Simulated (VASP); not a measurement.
# Hf (P6/mmm) in VASP: a series of runs, part 2 of 2

VASP 6.6.1. The steps go on from the part before.

### 3 Relaxation of cell and atoms, PBE, target pressure 74 GPa, at which the enthalpy is minimised

This run uses another cell than the first one, of 15.63 Å³/atom, 0.998 times its volume.

INCAR

```
  PREC = Accurate
  ENCUT = 600
  EDIFF = 1E-7
  ISMEAR = -1
  SIGMA = 0.05
  LREAL = F
  LASPH = T
  NELM = 60
  ALGO = Normal
  ISIF = 3
  LWAVE = F
  LCHARG = F
  GGA = PE
  IBRION = 2
  NSW = 32
  EDIFFG = -0.005
  PSTRESS = 740.0
```

KPOINTS

```
regular mesh
0
Gamma
  16 16 15
```

POSCAR

```
Hf
1.0
    2.6472499179      0.0000000000      0.0000000000
   -1.3236249589      2.2925856791      0.0000000000
    0.0000000000      0.0000000000      2.5757573188
Hf
1
Direct
    0.0000000000      0.0000000000      0.0000000000
```

Potentials or basis: VASP PAW PBE potentials, release 64 (Hf_pv).

Run with:

```sh
$ cat potpaw_PBE.64/Hf_pv/POTCAR > POTCAR
$ mpirun -np 1 vasp_std > vasp.out
```

OUTCAR:

```text
PREC = Accurate
   ENCUT = 600
   EDIFF = 1E-7
   ISMEAR = -1
   LREAL = F
   LASPH = T
   NELM = 60
   ISIF = 3
   GGA = PE
   IBRION = 2
   NSW = 32
   EDIFFG = -0.005
   PSTRESS = 740.0

 ion  position               nearest neighbor table
   1  0.000  0.000  0.000-

  LATTYP: Found a hexagonal cell.
 ALAT       =     2.6472499179
 C/A-ratio  =     0.9729936344

  Lattice vectors:

 A1 = (   2.6472499179,   0.0000000000,   0.0000000000)
 A2 = (  -1.3236249589,   2.2925856791,   0.0000000000)
 A3 = (   0.0000000000,   0.0000000000,   2.5757573188)

Analysis of symmetry for initial positions (statically):
=====================================================================
 Subroutine PRICEL returns:
 Original cell was already a primitive cell.

 Routine SETGRP: Setting up the symmetry group for a
 hexagonal supercell.

 Subroutine GETGRP returns: Found 24 space group operations
 (whereof 24 operations were pure point group operations)
 out of a pool of 24 trial point group operations.

The static configuration has the point symmetry D_6h.

Analysis of symmetry for dynamics (positions and initial velocities):
=====================================================================
 Subroutine PRICEL returns:
 Original cell was already a primitive cell.

 Routine SETGRP: Setting up the symmetry group for a
 hexagonal supercell.

 Subroutine GETGRP returns: Found 24 space group operations
 (whereof 24 operations were pure point group operations)
 out of a pool of 24 trial point group operations.

The dynamic configuration has the point symmetry D_6h.

 Subroutine INISYM returns: Found 24 space group operations
[... 123 lines left out ...]
   IVDW    =     0    specifies the selected vdW correction
   LEPSILON=     F    determine dielectric tensor
   LRPA    =     F    only Hartree local field effects (RPA)
 conjugate gradient relaxation of ions
 non-spin polarized calculation
  energy-cutoff  :      600.00
  volume of cell :       15.63
 maximum number of plane-waves:       534
 NGX is ok and might be reduce to    24
   NGX = 11   NGY = 11   NGZ = 11

--------------------------------------- Ionic step        1  -------------------------------------------

 number of electron      10.0000000 magnetization

 number of electron       9.9999999 magnetization

 Free energy of the ion-electron system (eV)
  ---------------------------------------------------
  ext. energy  EPLUGINS =         0.00000000
  ---------------------------------------------------
  free energy    TOTEN  =        -8.19028270 eV

  energy without entropy =       -8.18578763  energy(sigma->0) =       -8.18803517

------------------------ aborting loop because EDIFF is reached ----------------------------------------

  FORCE on cell =-STRESS in cart. coord.  units (eV):
  Direction    XX          YY          ZZ          XY          YZ          ZX
  --------------------------------------------------------------------------------------
  -------------------------------------------------------------------------------------
  Total        7.0940251      7.0940251      7.0342767      0.0000000     -0.0000000     -0.0000000
  in kB      727.0727016    727.0727017    720.9490466      0.0000000     -0.0000000     -0.0000000
  external PRESSURE =     -14.9685167 kB  Pullay stress =     740.0000000 kB
[... 135 lines left out ...]
--------------------------------------- Ionic step        5  -------------------------------------------

 number of electron       9.9999999 magnetization

 Free energy of the ion-electron system (eV)
  ---------------------------------------------------
  ext. energy  EPLUGINS =         0.00000000
  ---------------------------------------------------
  free energy    TOTEN  =        -8.15640325 eV

  energy without entropy =       -8.15181255  energy(sigma->0) =       -8.15410790

 E-fermi :   7.3330     XC(G=0): -13.0166

 val. band max:        7.3327177396   @ k =   0.1250   0.1250   0.2000
 cond. band min:       7.3456631377   @ k =   0.1250   0.0625   0.2667
 fundamental gap:      0.0129453981
 Fermi energy:         7.3329773684

 k-point     1 :       0.0000    0.0000    0.0000
  band No.  band energies     occupation
      1     -21.4380      2.00000
      2     -21.1425      2.00000
      3     -21.1425      2.00000
      4      -0.4519      2.00000
      5       4.4371      2.00000
      6       9.1027      0.00000
      7       9.1027      0.00000
      8      17.5365      0.00000
      9      17.5365      0.00000
[... 265 lines left out ...]
 k-point    24 :       0.2500    0.1875    0.0000
  band No.  band energies     occupation
      1     -23.5758      2.00000
      2     -22.1952      2.00000
      3     -21.0868      2.00000
      4       4.3057      2.00000
      5       5.8068      2.00000
      6       7.5955      0.01044
      7      11.9824      0.00000
      8      15.0414      0.00000
      9      15.9864      0.00000

 [... further k-points ...]

------------------------ aborting loop because EDIFF is reached ----------------------------------------

  FORCE on cell =-STRESS in cart. coord.  units (eV):
  Direction    XX          YY          ZZ          XY          YZ          ZX
  --------------------------------------------------------------------------------------
  -------------------------------------------------------------------------------------
  Total        7.1855600      7.1855600      7.1853262      0.0000000      0.0000000     -0.0000000
  in kB      739.9655875    739.9655876    739.9415101      0.0000000      0.0000000     -0.0000000
  external PRESSURE =      -0.0424383 kB  Pullay stress =     740.0000000 kB
[... 20 lines left out ...]
  energy  without entropy=       -8.1518125512  energy(sigma->0) =       -8.15410790

  enthalpy is  TOTEN    =        -0.9705091040 eV   P V=        7.1858941483

 reached required accuracy - stopping structural energy minimisation
```

OSZICAR:

```text
N       E                     dE             d eps       ncg     rms          rms(c)
DAV:   1     0.114533553516E+02    0.11453E+02   -0.66942E+03  4376   0.121E+03
[... 38 lines left out ...]
   4 F= -.97049056E+00 E0= -.96818117E+00  d E =0.377496E-05
       N       E                     dE             d eps       ncg     rms          rms(c)
DAV:   1    -0.815647280843E+01    0.32077E-03   -0.30973E-03  4336   0.489E-01    0.689E-02
DAV:   2    -0.815641737691E+01    0.55432E-04   -0.84454E-05  4677   0.690E-02    0.376E-02
DAV:   3    -0.815640380378E+01    0.13573E-04   -0.27752E-05  5517   0.313E-02    0.387E-02
DAV:   4    -0.815640325073E+01    0.55306E-06   -0.18485E-06  6111   0.886E-03    0.861E-03
DAV:   5    -0.815640325223E+01   -0.15034E-08   -0.57620E-08  2282   0.171E-03
   5 F= -.97050910E+00 E0= -.96821375E+00  d E =-.147700E-04
```

Run time: 35 s. Hardware: 1 thread of Intel Xeon 6975P-C (Granite Rapids), shared host; peak memory 0.18 GiB.

What came out:

```
Free energy                                            : -8.1564 eV
Relaxed volume                                         : 15.56 Å³/atom
Relaxed cell                                           : a = 2.644 Å, b = 2.644 Å, c = 2.569 Å, α = 90.00°, β = 90.00°, γ = 120.00°
Space group after relaxing (to 0.05 Å)                 : P6/mmm (No. 191)
Energy change on relaxing (the enthalpy is what falls) : +33.9 meV/atom
Ionic steps                                            : 5
Pressure after relaxing                                : 74.0 GPa
Band gap on the k mesh                                 : zero (band 5 reaches 8.21 eV, above the bottom of band 6 at 6.82 eV)
```

The path:
| step | energy change (eV) | largest force (eV/Å) | pressure (GPa) | volume (Å³) |
| --- | --- | --- | --- | --- |
| 1 | 0.0000 | 0.0000 | 72.50 | 15.63 |
| 2 | 0.1554 | 0.0000 | 79.45 | 15.30 |
| 3 | 0.0343 | 0.0000 | 74.04 | 15.56 |
| 4 | 0.0335 | 0.0000 | 73.95 | 15.56 |
| 5 | 0.0339 | 0.0000 | 74.00 | 15.56 |

Final structure:
```
CELL_PARAMETERS angstrom
2.64446 0.00000 0.00000
-1.32223 2.29017 0.00000
0.00000 0.00000 2.56894
ATOMIC_POSITIONS crystal
Hf 0.00000 0.00000 0.00000
```

Levels at points of the mesh, in eV from the Fermi level:
```tsv
k point	band 1	band 2	band 3	band 4	band 5	band 6	band 7	band 8	band 9
(0.00, 0.00, 0.00)	-28.77	-28.48	-28.48	-7.78	-2.90	1.77	1.77	10.20	10.20
(0.50, 0.00, 0.00)	-31.54	-29.18	-28.37	-4.72	-1.28	2.70	3.59	8.71	11.18
```

Caveat: the cell is relaxed towards a set pressure, so the enthalpy falls and the energy may rise; spin-orbit coupling is left out, which moves the levels of the heavy elements.

### 4 Single point, PBE

This run uses another cell than the first one, of 15.63 Å³/atom, 0.998 times its volume.

INCAR

```
SYSTEM = Hf
PREC = Accurate ; ENCUT = 520
EDIFF = 1E-7 ; ISMEAR = -1
SIGMA = 0.05 ; LREAL = .False.
LASPH = .True. ; NELM = 60
ALGO = Normal ; ISIF = 2
LWAVE = .False. ; LCHARG = .False.
GGA = PE ; NBANDS = 11
```

KPOINTS

```
Automatic mesh
0
Gamma
  16 16 15
  0 0 0
```

POSCAR is that of step 3.

Run with:

```sh
$ cat potpaw_PBE.64/Hf_pv/POTCAR > POTCAR
$ mpirun -np 1 vasp_std > vasp.out
```

Run time: 33 s. Hardware: 1 thread of Intel Xeon 6975P-C, shared host; peak memory 0.16 GiB.

It converged, with:

| Quantity | Value |
| --- | --- |
| Free energy | -8.1899 eV |
| Pressure | 72.5 GPa |
| Band gap on the k mesh | zero (band 5 reaches 8.13 eV, above the bottom of band 6 at 6.79 eV) |

Stress tensor (GPa, compression positive):
```
72.70  0.00  0.00
 0.00 72.70  0.00
 0.00  0.00 72.08
```

Levels at points of the mesh, in eV from the Fermi level:
| k point | band 3 | band 4 | band 5 | band 6 | band 7 | band 8 |
| --- | --- | --- | --- | --- | --- | --- |
| (0.00, 0.00, 0.00) | -28.48 | -7.77 | -2.87 | 1.78 | 1.78 | 10.15 |
| (0.50, 0.00, 0.00) | -28.39 | -4.70 | -1.26 | 2.68 | 3.56 | 8.67 |

Caveat: spin-orbit coupling is left out, which moves the levels of the heavy elements.

### 5 Single point, PBE

This run uses another cell than the first one, of 15.64 Å³/atom, 0.998 times its volume.

INCAR

```
ALGO = Normal
EDIFF = 1E-6
ENCUT = 520
GGA = PE
ISIF = 2
ISMEAR = -1
LASPH = T
LCHARG = T
LELF = T
LREAL = F
LVHAR = T
LWAVE = F
NBANDS = 11
NELM = 100
PREC = Accurate
SIGMA = 0.05
```

KPOINTS

```
k-points
0
Gamma
  16 16 15
```

POSCAR

```
Hf
1.0
    2.6475248286      0.0000000000      0.0000000000
   -1.3237624143      2.2928237587      0.0000000000
    0.0000000000      0.0000000000      2.5760588196
Hf
1
Direct
    0.0000000000      0.0000000000      0.0000000000
```

Potentials or basis: VASP PAW PBE potentials, release 64 (Hf_pv).

Run with:

```sh
$ cat potpaw_PBE.64/Hf_pv/POTCAR > POTCAR
$ mpirun -np 1 vasp_std > vasp.out
```

OUTCAR:

```text
EDIFF = 1E-6
   ENCUT = 520
   GGA = PE
   ISIF = 2
   ISMEAR = -1
   LASPH = T
   LREAL = F
   NELM = 100
   PREC = Accurate

 ion  position               nearest neighbor table
   1  0.000  0.000  0.000-

  LATTYP: Found a hexagonal cell.
 ALAT       =     2.6475248286
 C/A-ratio  =     0.9730064820

  Lattice vectors:

 A1 = (   2.6475248286,   0.0000000000,   0.0000000000)
 A2 = (  -1.3237624143,   2.2928237587,   0.0000000000)
[... 515 lines left out ...]
     11      22.2058      0.00000

 [... further k-points ...]

------------------------ aborting loop because EDIFF is reached ----------------------------------------

  FORCE on cell =-STRESS in cart. coord.  units (eV):
  Direction    XX          YY          ZZ          XY          YZ          ZX
  --------------------------------------------------------------------------------------
  -------------------------------------------------------------------------------------
  Total        7.0888120      7.0888120      7.0252199      0.0000000     -0.0000000      0.0000000
  in kB      726.3025248    726.3025248    719.7870311      0.0000000     -0.0000000      0.0000000
  external PRESSURE =     724.1306936 kB  Pullay stress =       0.0000000 kB

 VOLUME and BASIS-vectors are now :
 -----------------------------------------------------------------------------
  energy-cutoff  :      520.00
  volume of cell :       15.64
      direct lattice vectors                 reciprocal lattice vectors
     2.647524829  0.000000000  0.000000000     0.377711283  0.218071711  0.000000000
    -1.323762414  2.292823759  0.000000000     0.000000000  0.436143422  0.000000000
     0.000000000  0.000000000  2.576058820     0.000000000  0.000000000  0.388189894

 POSITION                                       TOTAL-FORCE (eV/Angst)
 -----------------------------------------------------------------------------------
      0.00000      0.00000      0.00000         0.000000      0.000000      0.000000
 -----------------------------------------------------------------------------------
    total drift:                               -0.000000      0.000000      0.000000

  FREE ENERGIE OF THE ION-ELECTRON SYSTEM (eV)
  ---------------------------------------------------
  free  energy   TOTEN  =        -8.1921847706 eV

  energy  without entropy=       -8.1876932368  energy(sigma->0) =       -8.18993900
```

OSZICAR:

```text
N       E                     dE             d eps       ncg     rms          rms(c)
DAV:   1     0.165834445651E+02    0.16583E+02   -0.57923E+03  5408   0.879E+02
DAV:   2    -0.801313988814E+01   -0.24597E+02   -0.23692E+02  6400   0.167E+02
DAV:   3    -0.840518832538E+01   -0.39205E+00   -0.39055E+00  6388   0.146E+01
DAV:   4    -0.840599090297E+01   -0.80258E-03   -0.80253E-03  5869   0.799E-01
DAV:   5    -0.840599301688E+01   -0.21139E-05   -0.21138E-05  6160   0.368E-02    0.524E+01
DAV:   6    -0.824835414892E+01    0.15764E+00   -0.11755E-01  6164   0.241E+00    0.311E+01
DAV:   7    -0.819459501946E+01    0.53759E-01   -0.16963E-01  6088   0.282E+00    0.132E+00
DAV:   8    -0.819217207019E+01    0.24229E-02   -0.10335E-02  5816   0.734E-01    0.707E-02
DAV:   9    -0.819218518324E+01   -0.13113E-04   -0.13045E-04  6119   0.102E-01    0.453E-02
DAV:  10    -0.819218477058E+01    0.41266E-06   -0.68534E-06  5839   0.192E-02
   1 F= -.81921848E+01 E0= -.81899390E+01  d E =-.449153E-02
```

It took 25 s on 1 thread of Intel Xeon 6975P-C, shared host; peak memory 0.16 GiB.

What came out:

```
Free energy            : -8.1922 eV
Pressure               : 72.4 GPa
Band gap on the k mesh : zero (band 5 reaches 8.12 eV, above the bottom of band 6 at 6.79 eV)
```

Stress tensor (GPa, compression positive):
```
72.63  0.00  0.00
 0.00 72.63  0.00
 0.00  0.00 71.98
```

Caveat: spin-orbit coupling is left out, which moves the levels of the heavy elements.

### 6 Overview

```csv
task,cell,cutoff (eV),gap on the mesh (eV),pressure (GPa)
relaxation of cell and atoms,"relaxed to 74 GPa from a = 2.680, b = 2.680, c = 2.519 Å, angles 90.0, 90.0, 120.0°, 1 atom",600,none,74.0
relaxation of cell and atoms,"relaxed to 74 GPa from a = 2.647, b = 2.647, c = 2.576 Å, angles 90.0, 90.0, 120.0°, 1 atom",600,none,74.0
single point,"a = 2.647, b = 2.647, c = 2.576 Å, angles 90.0, 90.0, 120.0°, 1 atom",520,none,72.5
single point,"a = 2.648, b = 2.648, c = 2.576 Å, angles 90.0, 90.0, 120.0°, 1 atom",520,none,72.4
```

Alike in all rows: level PBE; potentials or basis VASP PAW PBE potentials, release 64 (Hf_pv); no spin polarisation; k mesh 16 × 16 × 15; smearing fermi-dirac 0.05 eV.

Caveats: spin-orbit coupling is left out, which moves the levels of the heavy elements; the cell is relaxed towards a set pressure, so the enthalpy falls and the energy may rise (some runs).

Absolute energies hang on the potentials; compare differences alone.
